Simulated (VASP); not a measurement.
# PbSe (Pm-3m) in VASP: a series of runs

PbSe is run at these levels: PBE; tasks: single point.

All numbers are computed with VASP 6.6.1; they aren't measurements. Logs are shortened: lines on timing, memory, paths and dates and some standing lists are left out, and cuts for length are marked.

### Step 1. The cell of the first run

Symmetry: Pm-3m, No. 221, cubic system. Conventional cell: a = 3.784 Å, b = 3.784 Å, c = 3.784 Å, α = 90.00°, β = 90.00°, γ = 90.00°. Within 4.3 Å of Pb (site symmetry m-3m) lie 8 Se at 3.28 Å and 6 Pb at 3.78 Å. Se (site symmetry m-3m) has 8 Pb at 3.28 Å and 6 Se at 3.78 Å within 4.3 Å.

### Step 2. Single point, PBE

Input file INCAR:

```
ALGO     = Normal         # electronic algorithm
EDIFF    = 1E-6           # SCF threshold, eV
ENCUT    = 520            # plane-wave cutoff, eV
GGA      = PE             # functional
ISIF     = 2              # what is computed and relaxed
ISMEAR   = 0              # smearing method
LASPH    = True           # aspherical terms in the spheres
LCHARG   = True           # write CHGCAR
LELF     = True           # ELF
LREAL    = False          # projectors in reciprocal space
LVHAR    = True         
LWAVE    = False          # write WAVECAR
NBANDS   = 17             # bands
NELM     = 60             # most SCF steps
PREC     = Accurate       # precision mode
SIGMA    = 0.016          # smearing width, eV
```

Input file KPOINTS:

```
k-points
0
Gamma
  7 7 7
```

Input file POSCAR:

```
PbSe
1.0
    3.7843220000      0.0000000000      0.0000000000
    0.0000000000      3.7843220000      0.0000000000
    0.0000000000      0.0000000000      3.7843220000
Pb Se
1 1
Direct
    0.0000000000      0.0000000000      0.0000000000
    0.5000000000      0.5000000000      0.5000000000
```

Potentials or basis: VASP PAW PBE potentials, release 64 (Pb_d, Se).

Command:

```console
> cat potpaw_PBE.64/Pb_d/POTCAR potpaw_PBE.64/Se/POTCAR > POTCAR
> mpirun -np 1 vasp_std > vasp.out
```

OUTCAR:

```text
EDIFF = 1E-6
   ENCUT = 520
   GGA = PE
   ISIF = 2
   ISMEAR = 0
   LASPH = True
   LREAL = False
   NELM = 60
   PREC = Accurate

 ion  position               nearest neighbor table
   1  0.000  0.000  0.000-   2 3.28   2 3.28   2 3.28   2 3.28   2 3.28   2 3.28   2 3.28   2 3.28

   2  0.500  0.500  0.500-   1 3.28   1 3.28   1 3.28   1 3.28   1 3.28   1 3.28   1 3.28   1 3.28

  LATTYP: Found a simple cubic cell.
 ALAT       =     3.7843220000

  Lattice vectors:

 A1 = (   3.7843220000,   0.0000000000,   0.0000000000)
 A2 = (   0.0000000000,   3.7843220000,   0.0000000000)
 A3 = (   0.0000000000,   0.0000000000,   3.7843220000)

Analysis of symmetry for initial positions (statically):
=====================================================================
 Subroutine PRICEL returns:
 Original cell was already a primitive cell.

 Routine SETGRP: Setting up the symmetry group for a
 simple cubic supercell.

 Subroutine GETGRP returns: Found 48 space group operations
 (whereof 48 operations were pure point group operations)
 out of a pool of 48 trial point group operations.

The static configuration has the point symmetry O_h .

Analysis of symmetry for dynamics (positions and initial velocities):
=====================================================================
 Subroutine PRICEL returns:
 Original cell was already a primitive cell.

 Routine SETGRP: Setting up the symmetry group for a
 simple cubic supercell.

 Subroutine GETGRP returns: Found 48 space group operations
 (whereof 48 operations were pure point group operations)
 out of a pool of 48 trial point group operations.

The dynamic configuration has the point symmetry O_h .

 Subroutine INISYM returns: Found 48 space group operations
 (whereof 48 operations are pure point group operations),
 and found     1 'primitive' translations

----------------------------------------------------------------------------------------

                                     Primitive cell

  volume of cell :      54.1956

  direct lattice vectors                    reciprocal lattice vectors
     3.784322000  0.000000000  0.000000000     0.264248127  0.000000000  0.000000000
     0.000000000  3.784322000  0.000000000     0.000000000  0.264248127  0.000000000
     0.000000000  0.000000000  3.784322000     0.000000000  0.000000000  0.264248127

  length of vectors
     3.784322000  3.784322000  3.784322000     0.264248127  0.264248127  0.264248127

  position of ions in fractional coordinates (direct lattice)
     0.000000000  0.000000000  0.000000000
     0.500000000  0.500000000  0.500000000

  ion indices of the primitive-cell ions
   primitive index   ion index
                 1           1
                 2           2

----------------------------------------------------------------------------------------

 KPOINTS: k-points

Automatic generation of k-mesh.
 Grid dimensions read from file:
 generate k-points for:    7    7    7

 Generating k-lattice:

  Cartesian coordinates                     Fractional coordinates (reciprocal lattice)
     0.037749732  0.000000000  0.000000000     0.142857143  0.000000000  0.000000000
     0.000000000  0.037749732  0.000000000     0.000000000  0.142857143  0.000000000
     0.000000000  0.000000000  0.037749732     0.000000000  0.000000000  0.142857143

  Length of vectors
     0.037749732  0.037749732  0.037749732

  Shift w.r.t. Gamma in fractional coordinates (k-lattice)
     0.000000000  0.000000000  0.000000000

 Subroutine IBZKPT returns following result:
 ===========================================

 Found     20 irreducible k-points:

 Following reciprocal coordinates:
            Coordinates               Weight
  0.000000  0.000000  0.000000      1.000000
  0.142857  0.000000  0.000000      6.000000
  0.285714  0.000000  0.000000      6.000000
  0.428571  0.000000  0.000000      6.000000
  0.142857  0.142857  0.000000     12.000000
  0.285714  0.142857  0.000000     24.000000
[... 12 lines left out ...]
  0.428571  0.428571  0.285714     24.000000
  0.428571  0.428571  0.428571      8.000000
   k-points           NKPTS =     20   k-points in BZ     NKDIM =     20   number of bands    NBANDS=     17
   number of dos      NEDOS =    301   number of ions     NIONS =      2
   total plane-waves  NPLWV =  21952
   dimension x,y,z NGX =    28 NGY =   28 NGZ =   28
   dimension x,y,z NGXF=    56 NGYF=   56 NGZF=   56
   ions per type =               1   1
   NGX,Y,Z   is equivalent  to a cutoff of  12.30, 12.30, 12.30 a.u.
   NGXF,Y,Z  is equivalent  to a cutoff of  24.60, 24.60, 24.60 a.u.
 SYSTEM =  unknown system
   PREC   = accura    normal or accurate (medium, high low for compatibility)
   ISTART =      0    job   : 0-new  1-cont  2-samecut
   ICHARG =      2    charge: 1-file 2-atom 10-const
   ISPIN  =      1    spin polarized calculation?
   LNONCOLLINEAR =      F non collinear calculations
   LSORBIT =      F    spin-orbit coupling
   LASPH  =      T    aspherical Exc in radial PAW
   ENCUT  =  520.0 eV  38.22 Ry    6.18 a.u.   7.04  7.04  7.04*2*pi/ulx,y,z
   NELM   =     60;   NELMIN=  2; NELMDL= -5     # of ELM steps
   EDIFF  = 0.1E-05   stopping-criterion for ELM
   LREAL  =      F    real-space projection
   EDIFFG = 0.1E-04   stopping-criterion for IOM
   NSW    =      0    number of steps for IOM
   IBRION =     -1    ionic relax: 0-MD 1-quasi-New 2-CG
   NFREE  =      0    steps in history (QN), initial steepest desc. (CG)
   ISIF   =      2    stress and relaxation
   ISYM   =      2    0-nonsym 1-usesym 2-fastsym
   POTIM  = 0.5000    time-step for ionic-motion
   TEBEG  =    0.0;   TEEND  =   0.0 temperature during run
   PSTRESS=    0.0 pullay stress
   NELECT =      20.0000    total number of electrons
   NUPDOWN=      -1.0000    fix difference up-down
   EMIN   =  10.00;   EMAX   =-10.00  energy-range for DOS
   EFERMI =   0.00;   METHOD = LEGACY
   ISMEAR =     0;   SIGMA  =   0.02  broadening in eV -4-tet -1-fermi 0-gaus
   EFERMI_NEDOS =   21; number of points for ismear=-14 and -15
   IALGO  =     38    algorithm
   IMIX   =      4    mixing-type and parameters
     AMIX     =   0.40;   BMIX     =  1.00
     AMIX_MAG =   1.60;   BMIX_MAG =  1.00
  volume/ion in A,a.u.               =      27.10       182.87
  Fermi-wavevector in a.u.,A,eV,Ry     =   1.174258  2.219025 18.760817  1.378881
  Thomas-Fermi vector in A             =   2.310658
   LORBIT       =      0    0 simple, 1 ext, 2 COOP (PROOUT), +10 PAW based schemes
   GGA     = PE    functional components
   LHFCALC =     F    Hartree Fock is set to
   AEXX    =    0.0000 exact exchange contribution
   IVDW    =     0    specifies the selected vdW correction
   LEPSILON=     F    determine dielectric tensor
   LRPA    =     F    only Hartree local field effects (RPA)
 non-spin polarized calculation
 Gauss-broadening in eV      SIGMA  =   0.02
  energy-cutoff  :      520.00
  volume of cell :       54.20
 maximum number of plane-waves:      1474
   NGX = 15   NGY = 15   NGZ = 15

 number of electron      20.0000009 magnetization

 Free energy of the ion-electron system (eV)
  ---------------------------------------------------
  ext. energy  EPLUGINS =         0.00000000
  ---------------------------------------------------
  free energy    TOTEN  =        -7.71362115 eV

  energy without entropy =       -7.71330173  energy(sigma->0) =       -7.71346144

 E-fermi :   5.2716     XC(G=0):  -9.9566

 val. band max:        5.1964938170   @ k =   0.2857   0.1429   0.1429
 cond. band min:       5.2772107543   @ k =   0.4286   0.4286   0.0000
 fundamental gap:      0.0807169372
 Fermi energy:         5.2716205123

 k-point     1 :       0.0000    0.0000    0.0000
  band No.  band energies     occupation
      1     -11.5875      2.00000
      2     -11.5875      2.00000
      3     -11.4385      2.00000
      4     -11.4385      2.00000
      5     -11.4385      2.00000
      6      -7.8787      2.00000
[... 9 lines left out ...]
     16      16.5760      0.00000
     17      18.1291      0.00000

 k-point     2 :       0.1429    0.0000    0.0000
  band No.  band energies     occupation
      1     -11.5862      2.00000
      2     -11.5658      2.00000
      3     -11.4465      2.00000
      4     -11.4465      2.00000
      5     -11.4378      2.00000
      6      -7.7316      2.00000
[... 9 lines left out ...]
     16      17.2618      0.00000
     17      17.5372      0.00000

 k-point     3 :       0.2857    0.0000    0.0000
  band No.  band energies     occupation
      1     -11.5834      2.00000
      2     -11.5173      2.00000
      3     -11.4644      2.00000
      4     -11.4644      2.00000
      5     -11.4362      2.00000
      6      -7.3378      2.00000
[... 9 lines left out ...]
     16      15.3263      0.00000
     17      17.7170      0.00000

 k-point     4 :       0.4286    0.0000    0.0000
  band No.  band energies     occupation
      1     -11.5811      2.00000
      2     -11.4787      2.00000
      3     -11.4787      2.00000
      4     -11.4786      2.00000
      5     -11.4349      2.00000
      6      -6.9134      2.00000
[... 9 lines left out ...]
     16      17.3572      0.00000
     17      18.3015      0.00000
[... 263 lines left out ...]
      1     -11.5237      2.00000
      2     -11.5076      2.00000
      3     -11.4889      2.00000
      4     -11.4710      2.00000
      5     -11.4307      2.00000
      6      -6.2698      2.00000
[... 9 lines left out ...]
     16      16.1573      0.00000
     17      19.2786      0.00000

 k-point    19 :       0.4286    0.4286    0.2857
  band No.  band energies     occupation
      1     -11.5388      2.00000
      2     -11.5065      2.00000
      3     -11.5051      2.00000
      4     -11.4501      2.00000
      5     -11.4078      2.00000
      6      -6.1116      2.00000
[... 9 lines left out ...]
     16      17.2964      0.00000
     17      19.7598      0.00000

 k-point    20 :       0.4286    0.4286    0.4286
  band No.  band energies     occupation
      1     -11.5284      2.00000
      2     -11.5238      2.00000
      3     -11.5238      2.00000
      4     -11.4069      2.00000
      5     -11.4069      2.00000
      6      -6.0112      2.00000
[... 9 lines left out ...]
     16      18.3438      0.00000
     17      22.0063      0.00000

------------------------ aborting loop because EDIFF is reached ----------------------------------------

  FORCE on cell =-STRESS in cart. coord.  units (eV):
  Direction    XX          YY          ZZ          XY          YZ          ZX
  --------------------------------------------------------------------------------------
  -------------------------------------------------------------------------------------
  Total       -0.0727873     -0.0727873     -0.0727873      0.0000000      0.0000000     -0.0000000
  in kB       -2.1518007     -2.1518007     -2.1518007      0.0000000      0.0000000     -0.0000000
  external PRESSURE =      -2.1518007 kB  Pullay stress =       0.0000000 kB

 VOLUME and BASIS-vectors are now :
 -----------------------------------------------------------------------------
  energy-cutoff  :      520.00
  volume of cell :       54.20
      direct lattice vectors                 reciprocal lattice vectors
     3.784322000  0.000000000  0.000000000     0.264248127  0.000000000  0.000000000
     0.000000000  3.784322000  0.000000000     0.000000000  0.264248127  0.000000000
     0.000000000  0.000000000  3.784322000     0.000000000  0.000000000  0.264248127

 POSITION                                       TOTAL-FORCE (eV/Angst)
 -----------------------------------------------------------------------------------
      0.00000      0.00000      0.00000         0.000000      0.000000      0.000000
      1.89216      1.89216      1.89216         0.000000      0.000000      0.000000
 -----------------------------------------------------------------------------------
    total drift:                               -0.000000      0.000000     -0.000000

  FREE ENERGIE OF THE ION-ELECTRON SYSTEM (eV)
  ---------------------------------------------------
  free  energy   TOTEN  =        -7.7136211456 eV

  energy  without entropy=       -7.7133017267  energy(sigma->0) =       -7.71346144
```

Run time: 8.4 s. Hardware: 1 thread of Intel Xeon Platinum 8559C (Emerald Rapids), shared host; peak memory 0.16 GiB.

What came out:

- Free energy: -7.7136 eV
- Pressure: -0.2 GPa
- Band gap on the k mesh: zero (band 10 reaches 5.29 eV, above the bottom of band 11 at 5.19 eV)

Caveat: spin-orbit coupling is left out, which moves the levels of the heavy elements.

### Step 3. Single point, PBE

Input file INCAR:

```
PREC = Accurate
ENCUT = 520
EDIFF = 1E-7
ISMEAR = 0
SIGMA = 0.017
LREAL = False
LASPH = True
NELM = 80
ALGO = Normal
ISIF = 2
LWAVE = False
LCHARG = True
GGA = PE
LELF = True
LVHAR = True
NBANDS = 17
```

Input file KPOINTS:

```
regular mesh
0
Gamma
  7 7 7
```

POSCAR is that of step 2.

Potentials or basis: VASP PAW PBE potentials, release 64 (Pb_d, Se).

Command:

```console
> cat potpaw_PBE.64/Pb_d/POTCAR potpaw_PBE.64/Se/POTCAR > POTCAR
> mpirun -np 1 vasp_std > vasp.out
```

It took 9.6 s on 1 thread of Intel Xeon Platinum 8559C (Emerald Rapids), shared host; peak memory 0.16 GiB.

The run converged. Its results:

* Free energy: -7.7136 eV
* Pressure: -0.2 GPa
* Band gap on the k mesh: zero (band 10 reaches 5.29 eV, above the bottom of band 11 at 5.19 eV)

Levels at points of the mesh, in eV from the Fermi level:
```csv
k point,band 7,band 8,band 9,band 10,band 11,band 12,band 13,band 14
"(0.00, 0.00, 0.00)",-7.00,-1.43,-1.43,-1.43,5.19,5.19,6.13,6.13
```

Caveat: spin-orbit coupling is left out, which moves the levels of the heavy elements.

### Step 4. Single point, PBE

Input file INCAR:

```
SYSTEM = PbSe
ALGO = Normal
EDIFF = 1E-7
ENCUT = 520
GGA = PE
ISIF = 2
ISMEAR = 0
LASPH = .TRUE.
LCHARG = .TRUE.
LELF = .TRUE.
LREAL = .FALSE.
LVHAR = .TRUE.
LWAVE = .FALSE.
NBANDS = 17
NELM = 80
PREC = Accurate
SIGMA = 0.019000000000000003
```

Input file KPOINTS:

```
k-points
0
G
  7 7 7
  0 0 0
```

POSCAR is that of step 3.

Command:

```console
> cat potpaw_PBE.64/Pb_d/POTCAR potpaw_PBE.64/Se/POTCAR > POTCAR
> mpirun -np 1 vasp_std > vasp.out
```

Run time: 8.8 s. Hardware: 1 thread of Intel Xeon Platinum 8559C (Emerald Rapids), shared host; peak memory 0.16 GiB.

Results (log left out):

| Property | Result |
| --- | --- |
| Free energy | -7.7137 eV |
| Pressure | -0.2 GPa |
| Band gap on the k mesh | zero (band 10 reaches 5.29 eV, above the bottom of band 11 at 5.19 eV) |

Levels at points of the mesh, in eV from the Fermi level:
| k point | band 7 | band 8 | band 9 | band 10 | band 11 | band 12 | band 13 | band 14 |
| --- | --- | --- | --- | --- | --- | --- | --- | --- |
| (0.00, 0.00, 0.00) | -7.00 | -1.43 | -1.43 | -1.43 | 5.19 | 5.19 | 6.13 | 6.13 |

Caveat: spin-orbit coupling is left out, which moves the levels of the heavy elements.

### Step 5. Single point, PBE

Input file INCAR:

```
SYSTEM = PbSe
PREC = Accurate
ENCUT = 520
EDIFF = 1E-6
ISMEAR = 0
SIGMA = 0.02
LREAL = .False.
LASPH = .True.
NELM = 80
ALGO = Normal
ISIF = 2
LWAVE = .False.
LCHARG = .False.
GGA = PE
NBANDS = 17
```

Input file KPOINTS:

```
Automatic mesh
0
Gamma
  7 7 7
  0 0 0
```

POSCAR is that of step 4.

Command:

```console
> cat potpaw_PBE.64/Pb_d/POTCAR potpaw_PBE.64/Se/POTCAR > POTCAR
> mpirun -np 1 vasp_std > vasp.out
```

It took 8 s on 1 thread of Intel Xeon Platinum 8559C (Emerald Rapids), shared host; peak memory 0.16 GiB.

It converged, with:

* Free energy: -7.7137 eV
* Pressure: -0.2 GPa
* Band gap on the k mesh: zero (band 10 reaches 5.29 eV, above the bottom of band 11 at 5.19 eV)

Levels at points of the mesh, in eV from the Fermi level:
```tsv
k point	band 6	band 7	band 8	band 9	band 10	band 11	band 12	band 13	band 14	band 15
(0.00, 0.00, 0.00)	-13.15	-7.00	-1.43	-1.43	-1.43	5.19	5.19	6.13	6.13	6.13
```

Caveat: spin-orbit coupling is left out, which moves the levels of the heavy elements.

### Step 6. The runs side by side

```csv
smearing,gap on the mesh (eV),pressure (GPa)
gaussian 0.016 eV,none,-0.2
gaussian 0.017 eV,none,-0.2
gaussian 0.019 eV,none,-0.2
gaussian 0.02 eV,none,-0.2
```

Alike in all rows: task single point; level PBE; potentials or basis VASP PAW PBE potentials, release 64 (Pb_d, Se); no spin polarisation; cell as given; k mesh 7 × 7 × 7; cutoff (eV) 520.

Every run on the cell as given and a fine mesh finds a metal.

Caveats: spin-orbit coupling is left out, which moves the levels of the heavy elements.

Absolute energies hang on the potentials; compare differences alone.
